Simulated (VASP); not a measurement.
# ZnO (rock salt type) (Fm-3m) in VASP: notebook

The runs below take ZnO (rock salt type) through single point, with r2SCAN.

Everything below comes from runs of VASP 6.6.1. Logs are shortened: lines on timing, memory, paths and dates and some standing lists are left out, and cuts for length are marked.

## Step 1: The cell of the first run

It takes space group Fm-3m (No. 225, cubic). The conventional cell has a = 4.343 Å, b = 4.343 Å, c = 4.343 Å, α = 90.00°, β = 90.00°, γ = 90.00°. Within 2.9 Å of Zn (site symmetry m-3m) lie 6 O at 2.17 Å. Within 2.9 Å of O (site symmetry m-3m) lie 6 Zn at 2.17 Å.

## Step 2: Single point, r2SCAN

File POSCAR:

```
ZnO
1.0
    0.0000000000      2.1716002509      2.1716002509
    2.1716002509      0.0000000000      2.1716002509
    2.1716002509      2.1716002509      0.0000000000
Zn O
1 1
Direct
    0.0000000000      0.0000000000      0.0000000000
    0.5000000000      0.5000000000      0.5000000000
```

File INCAR.step1:

```
  PREC = Accurate
  ENCUT = 520
  ISMEAR = -1
  SIGMA = 0.1
  LREAL = F
  LASPH = T
  NELM = 60
  NBANDS = 16
  GGA = PE
  ALGO = Normal
  EDIFF = 1E-4
  LWAVE = T
  LCHARG = F
```

File INCAR.step2:

```
  PREC = Accurate
  ENCUT = 520
  EDIFF = 1E-6
  ISMEAR = -1
  SIGMA = 0.1
  LREAL = F
  LASPH = T
  NELM = 60
  ALGO = Normal
  ISIF = 2
  LWAVE = F
  LCHARG = T
  METAGGA = R2SCAN
  LMIXTAU = T
  LELF = T
  LVHAR = T
  NBANDS = 16
  ISTART = 1
```

File KPOINTS:

```
Automatic mesh
0
Gamma
  13 13 13
```

Potentials or basis: VASP PAW PBE potentials, release 64 (Zn, O).

Launch:

```
$ cat potpaw_PBE.64/Zn/POTCAR potpaw_PBE.64/O/POTCAR > POTCAR
$ cp INCAR.step1 INCAR
$ mpirun -np 1 vasp_std > vasp.out
$ cp INCAR.step2 INCAR
$ mpirun -np 1 vasp_std > vasp.out
```

OUTCAR:

```text
PREC = Accurate
   ENCUT = 520
   EDIFF = 1E-6
   ISMEAR = -1
   LREAL = F
   LASPH = T
   NELM = 60
   ISIF = 2
   METAGGA = R2SCAN
   ISTART = 1

 ion  position               nearest neighbor table
   1  0.000  0.000  0.000-   2 2.17   2 2.17   2 2.17   2 2.17   2 2.17   2 2.17
   2  0.500  0.500  0.500-   1 2.17   1 2.17   1 2.17   1 2.17   1 2.17   1 2.17

  LATTYP: Found a face centered cubic cell.
 ALAT       =     4.3432005018

  Lattice vectors:

 A1 = (   0.0000000000,   2.1716002509,   2.1716002509)
 A2 = (   2.1716002509,   0.0000000000,   2.1716002509)
 A3 = (   2.1716002509,   2.1716002509,   0.0000000000)

Analysis of symmetry for initial positions (statically):
=====================================================================
 Subroutine PRICEL returns:
 Original cell was already a primitive cell.

 Routine SETGRP: Setting up the symmetry group for a
 face centered cubic supercell.

 Subroutine GETGRP returns: Found 48 space group operations
 (whereof 48 operations were pure point group operations)
 out of a pool of 48 trial point group operations.

The static configuration has the point symmetry O_h .

Analysis of symmetry for dynamics (positions and initial velocities):
=====================================================================
 Subroutine PRICEL returns:
 Original cell was already a primitive cell.

 Routine SETGRP: Setting up the symmetry group for a
 face centered cubic supercell.

 Subroutine GETGRP returns: Found 48 space group operations
 (whereof 48 operations were pure point group operations)
 out of a pool of 48 trial point group operations.

The dynamic configuration has the point symmetry O_h .

 Subroutine INISYM returns: Found 48 space group operations
 (whereof 48 operations are pure point group operations),
 and found     1 'primitive' translations

----------------------------------------------------------------------------------------

                                     Primitive cell

  volume of cell :      20.4819

  direct lattice vectors                    reciprocal lattice vectors
     0.000000000  2.171600251  2.171600251    -0.230244954  0.230244954  0.230244954
     2.171600251  0.000000000  2.171600251     0.230244954 -0.230244954  0.230244954
     2.171600251  2.171600251  0.000000000     0.230244954  0.230244954 -0.230244954

  length of vectors
     3.071106527  3.071106527  3.071106527     0.398795959  0.398795959  0.398795959

  position of ions in fractional coordinates (direct lattice)
     0.000000000  0.000000000  0.000000000
     0.500000000  0.500000000  0.500000000

  ion indices of the primitive-cell ions
   primitive index   ion index
                 1           1
                 2           2

----------------------------------------------------------------------------------------

 KPOINTS: Automatic mesh

Automatic generation of k-mesh.
 Grid dimensions read from file:
 generate k-points for:   13   13   13

 Generating k-lattice:

  Cartesian coordinates                     Fractional coordinates (reciprocal lattice)
    -0.017711150  0.017711150  0.017711150     0.076923077  0.000000000  0.000000000
     0.017711150 -0.017711150  0.017711150     0.000000000  0.076923077  0.000000000
     0.017711150  0.017711150 -0.017711150     0.000000000  0.000000000  0.076923077

  Length of vectors
     0.030676612  0.030676612  0.030676612

  Shift w.r.t. Gamma in fractional coordinates (k-lattice)
     0.000000000  0.000000000  0.000000000

 Subroutine IBZKPT returns following result:
 ===========================================

 Found     84 irreducible k-points:

 Following reciprocal coordinates:
            Coordinates               Weight
  0.000000  0.000000  0.000000      1.000000
  0.076923  0.000000  0.000000      8.000000
  0.153846  0.000000  0.000000      8.000000
  0.230769  0.000000  0.000000      8.000000
  0.307692  0.000000  0.000000      8.000000
  0.384615  0.000000  0.000000      8.000000
[... 16 lines left out ...]
  0.384615  0.153846  0.000000     24.000000
  0.461538  0.153846  0.000000     24.000000
 [... further k-points ...]
   k-points           NKPTS =     84   k-points in BZ     NKDIM =     84   number of bands    NBANDS=     16
   number of dos      NEDOS =    301   number of ions     NIONS =      2
   total plane-waves  NPLWV =  13824
   dimension x,y,z NGX =    24 NGY =   24 NGZ =   24
   dimension x,y,z NGXF=    48 NGYF=   48 NGZF=   48
   ions per type =               1   1
   NGX,Y,Z   is equivalent  to a cutoff of  12.99, 12.99, 12.99 a.u.
   NGXF,Y,Z  is equivalent  to a cutoff of  25.98, 25.98, 25.98 a.u.
 SYSTEM =  unknown system
   PREC   = accura    normal or accurate (medium, high low for compatibility)
   ISTART =      1    job   : 0-new  1-cont  2-samecut
   ICHARG =      0    charge: 1-file 2-atom 10-const
   ISPIN  =      1    spin polarized calculation?
   LNONCOLLINEAR =      F non collinear calculations
   LSORBIT =      F    spin-orbit coupling
   LASPH  =      T    aspherical Exc in radial PAW
   ENCUT  =  520.0 eV  38.22 Ry    6.18 a.u.   5.71  5.71  5.71*2*pi/ulx,y,z
   NELM   =     60;   NELMIN=  2; NELMDL=  0     # of ELM steps
   EDIFF  = 0.1E-05   stopping-criterion for ELM
   LREAL  =      F    real-space projection
   EDIFFG = 0.1E-04   stopping-criterion for IOM
   NSW    =      0    number of steps for IOM
   IBRION =     -1    ionic relax: 0-MD 1-quasi-New 2-CG
   NFREE  =      0    steps in history (QN), initial steepest desc. (CG)
   ISIF   =      2    stress and relaxation
   ISYM   =      2    0-nonsym 1-usesym 2-fastsym
   POTIM  = 0.5000    time-step for ionic-motion
   TEBEG  =    0.0;   TEEND  =   0.0 temperature during run
   PSTRESS=    0.0 pullay stress
   NELECT =      18.0000    total number of electrons
   NUPDOWN=      -1.0000    fix difference up-down
   EMIN   =  10.00;   EMAX   =-10.00  energy-range for DOS
   EFERMI =   0.00;   METHOD = LEGACY
   ISMEAR =    -1;   SIGMA  =   0.10  broadening in eV -4-tet -1-fermi 0-gaus
   EFERMI_NEDOS =   21; number of points for ismear=-14 and -15
   IALGO  =     38    algorithm
   IMIX   =      4    mixing-type and parameters
     AMIX     =   0.40;   BMIX     =  1.00
     AMIX_MAG =   1.60;   BMIX_MAG =  1.00
  volume/ion in A,a.u.               =      10.24        69.11
  Fermi-wavevector in a.u.,A,eV,Ry     =   1.568107  2.963293 33.456190  2.458961
  Thomas-Fermi vector in A             =   2.670188
   LORBIT       =      0    0 simple, 1 ext, 2 COOP (PROOUT), +10 PAW based schemes
   METAGGA = R2SCAN    functional components
   LHFCALC =     F    Hartree Fock is set to
   AEXX    =    0.0000 exact exchange contribution
   IVDW    =     0    specifies the selected vdW correction
   LEPSILON=     F    determine dielectric tensor
   LRPA    =     F    only Hartree local field effects (RPA)
 non-spin polarized calculation
  energy-cutoff  :      520.00
  volume of cell :       20.48
 maximum number of plane-waves:       562
   NGX = 11   NGY = 11   NGZ = 11

 number of electron      18.0000008 magnetization

 Free energy of the ion-electron system (eV)
  ---------------------------------------------------
  ext. energy  EPLUGINS =         0.00000000
  ---------------------------------------------------
  free energy    TOTEN  =       -17.92674511 eV

  energy without entropy =      -17.92671966  energy(sigma->0) =      -17.92673238

 E-fermi :   2.8079     XC(G=0): -12.7964

 val. band max:        1.9023102295   @ k =   0.4615   0.0000   0.0000
 cond. band min:       3.2149914414   @ k =   0.0000   0.0000   0.0000
 fundamental gap:      1.3126812119
 Fermi energy:         2.8079142231

 k-point     1 :       0.0000    0.0000    0.0000
  band No.  band energies     occupation
      1     -17.2099      2.00000
      2      -2.9239      2.00000
      3      -2.9239      2.00000
      4      -2.9239      2.00000
      5      -2.7546      2.00000
      6      -2.7546      2.00000
[... 8 lines left out ...]
     15      21.8924      0.00000
     16      21.8926      0.00000

 k-point     2 :       0.0769    0.0000    0.0000
  band No.  band energies     occupation
      1     -17.1514      2.00000
      2      -2.9611      2.00000
      3      -2.9255      2.00000
      4      -2.9254      2.00000
      5      -2.8112      2.00000
      6      -2.8111      2.00000
[... 8 lines left out ...]
     15      21.9201      0.00000
     16      21.9202      0.00000

 k-point     3 :       0.1538    0.0000    0.0000
  band No.  band energies     occupation
      1     -16.9852      2.00000
      2      -3.1180      2.00000
      3      -3.0625      2.00000
      4      -3.0624      2.00000
      5      -2.8181      2.00000
      6      -2.8180      2.00000
[... 8 lines left out ...]
     15      22.3447      0.00000
     16      22.3448      0.00000

 k-point     4 :       0.2308    0.0000    0.0000
  band No.  band energies     occupation
      1     -16.7374      2.00000
      2      -3.5154      2.00000
      3      -3.3020      2.00000
      4      -3.3019      2.00000
      5      -2.7491      2.00000
      6      -2.7490      2.00000
[... 8 lines left out ...]
     15      23.1935      0.00000
     16      23.1936      0.00000
[... 324 lines left out ...]
 k-point    22 :       0.3077    0.1538    0.0000
  band No.  band energies     occupation
      1     -16.5110      2.00000
      2      -3.9775      2.00000
      3      -3.2909      2.00000
      4      -3.1538      2.00000
      5      -2.8104      2.00000
      6      -2.6225      2.00000
[... 8 lines left out ...]
     15      25.7367      0.00000
     16      26.7884      0.00000

 k-point    23 :       0.3846    0.1538    0.0000
  band No.  band energies     occupation
      1     -16.2670      2.00000
      2      -4.2897      2.00000
      3      -3.5473      2.00000
      4      -3.3740      2.00000
      5      -2.7325      2.00000
      6      -2.5648      2.00000
[... 8 lines left out ...]
     15      25.8342      0.00000
     16      27.4547      0.00000

 k-point    24 :       0.4615    0.1538    0.0000
  band No.  band energies     occupation
      1     -16.0722      2.00000
      2      -4.5887      2.00000
      3      -3.7155      2.00000
      4      -3.5666      2.00000
      5      -2.6531      2.00000
      6      -2.5371      2.00000
[... 8 lines left out ...]
     15      25.8457      0.00000
     16      27.8565      0.00000

 [... further k-points ...]

------------------------ aborting loop because EDIFF is reached ----------------------------------------

  FORCE on cell =-STRESS in cart. coord.  units (eV):
  Direction    XX          YY          ZZ          XY          YZ          ZX
  --------------------------------------------------------------------------------------
  -------------------------------------------------------------------------------------
  Total       -0.9939646     -0.9939646     -0.9939646      0.0000000     -0.0000000      0.0000000
  in kB      -77.7520487    -77.7520487    -77.7520487      0.0000000     -0.0000000      0.0000000
  external PRESSURE =     -77.7520487 kB  Pullay stress =       0.0000000 kB

 VOLUME and BASIS-vectors are now :
 -----------------------------------------------------------------------------
  energy-cutoff  :      520.00
  volume of cell :       20.48
      direct lattice vectors                 reciprocal lattice vectors
     0.000000000  2.171600251  2.171600251    -0.230244954  0.230244954  0.230244954
     2.171600251  0.000000000  2.171600251     0.230244954 -0.230244954  0.230244954
     2.171600251  2.171600251  0.000000000     0.230244954  0.230244954 -0.230244954

 POSITION                                       TOTAL-FORCE (eV/Angst)
 -----------------------------------------------------------------------------------
      0.00000      0.00000      0.00000         0.000000      0.000000      0.000000
      2.17160      2.17160      2.17160        -0.000000     -0.000000     -0.000000
 -----------------------------------------------------------------------------------
    total drift:                                0.000000     -0.000000     -0.000000

  FREE ENERGIE OF THE ION-ELECTRON SYSTEM (eV)
  ---------------------------------------------------
  free  energy   TOTEN  =       -17.9267451075 eV

  energy  without entropy=      -17.9267196557  energy(sigma->0) =      -17.92673238
```

Run time: 58 s. Hardware: 1 thread of Intel Xeon Platinum 8488C (Sapphire Rapids), shared host; peak memory 0.15 GiB.

What came out:

- Free energy: -17.9267 eV
- Pressure: -7.8 GPa
- Band gap on the k mesh: 1.31 eV, indirect (least direct gap 2.53 eV)

Caveat: the PAW data sets were made with another functional, which shifts forces and pressure a little. r2SCAN opens gaps a little over a GGA but as a rule still falls short of measured ones.

## Step 3: Single point, r2SCAN

POSCAR is that of step 2.

File INCAR.step1:

```
SYSTEM = ZnO
PREC     = Accurate       ! precision mode
ENCUT    = 520            ! plane-wave cutoff, eV
ISMEAR   = -1             ! smearing method
SIGMA    = 0.1            ! smearing width, eV
LREAL    = .False.        ! projectors in reciprocal space
LASPH    = .True.         ! aspherical terms in the spheres
NELM     = 60             ! most SCF steps
NBANDS   = 16             ! bands
GGA      = PE             ! functional
ALGO     = Normal         ! electronic algorithm
EDIFF    = 1E-4           ! SCF threshold, eV
LWAVE    = .True.         ! write WAVECAR
LCHARG   = .False.        ! write CHGCAR
```

File INCAR.step2:

```
SYSTEM = ZnO
PREC     = Accurate       ! precision mode
ENCUT    = 520            ! plane-wave cutoff, eV
EDIFF    = 1E-6           ! SCF threshold, eV
ISMEAR   = -1             ! smearing method
SIGMA    = 0.1            ! smearing width, eV
LREAL    = .False.        ! projectors in reciprocal space
LASPH    = .True.         ! aspherical terms in the spheres
NELM     = 60             ! most SCF steps
ALGO     = Normal         ! electronic algorithm
ISIF     = 2              ! what is computed and relaxed
LWAVE    = .False.        ! write WAVECAR
LCHARG   = .False.        ! write CHGCAR
METAGGA  = R2SCAN         ! meta-GGA
LMIXTAU  = .True.       
NBANDS   = 16             ! bands
ISTART   = 1
```

File KPOINTS:

```
regular mesh
0
Gamma
  13 13 13
  0 0 0
```

Potentials or basis: VASP PAW PBE potentials, release 64 (Zn, O).

Launch:

```
$ cat potpaw_PBE.64/Zn/POTCAR potpaw_PBE.64/O/POTCAR > POTCAR
$ cp INCAR.step1 INCAR
$ mpirun -np 1 vasp_std > vasp.out
$ cp INCAR.step2 INCAR
$ mpirun -np 1 vasp_std > vasp.out
```

Run time: 48 s. Hardware: 1 thread of Intel Xeon Platinum 8488C (Sapphire Rapids), shared host; peak memory 0.15 GiB.

Results (log left out):

```yaml
Free_energy: -17.9267 eV
Pressure: -7.8 GPa
Band_gap_on_the_k_mesh: 1.31 eV, indirect (least direct gap 2.53 eV)
```

Levels at points of the mesh, in eV from the valence-band top:
```tsv
k point	band 6	band 7	band 8	band 9	band 10	band 11	band 12	band 13
(0.00, 0.00, 0.00)	-4.66	-1.22	-1.22	-1.22	1.31	18.52	18.52	18.52
```

Caveat: the PAW data sets were made with another functional, which shifts forces and pressure a little.
